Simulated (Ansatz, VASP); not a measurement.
**Al2ClF in VASP and in Ansatz**

```
CELL_PARAMETERS angstrom
2.88960 -4.27728 0.00000
2.88960 4.27728 0.00000
0.00000 0.00000 3.00275
ATOMIC_POSITIONS crystal
Al 0.71952 0.28048 0.00000
Al 0.28048 0.71952 0.00000
Cl 0.00000 0.00000 0.00000
F 0.50000 0.50000 0.00000
```

Alike in both runs: functional PBE; k mesh 10 × 10 × 16; occupations gaussian, width 0.1 eV; no spin polarisation.

Ansatz relaxed the structure, and its values are those at the end. VASP's run is a single point on that final structure, the one shown.

|  | VASP | Ansatz |
| --- | --- | --- |
| version | VASP 6.6.1 | Ansatz 0.2.0 |
| potentials or method | VASP PAW PBE potentials, release 64 (Al, Cl, F), cutoff 520 eV | scalar-relativistic, plane waves, PAW |
| valence electrons in the cell | 20 | 20 |

VASP gave:

```
gap on the k mesh at the Fermi level (eV) : none
pressure (GPa)                            : -0.1
rms of the force components (eV/Å)        : 0.005
```

Q: Estimate Ansatz's values.

A: gap on the k mesh at the Fermi level (eV): none; pressure (GPa): 0.0; rms of the force components (eV/Å): 0.000.

A gap of «none» marks a metal or a gap that the smearing closes.
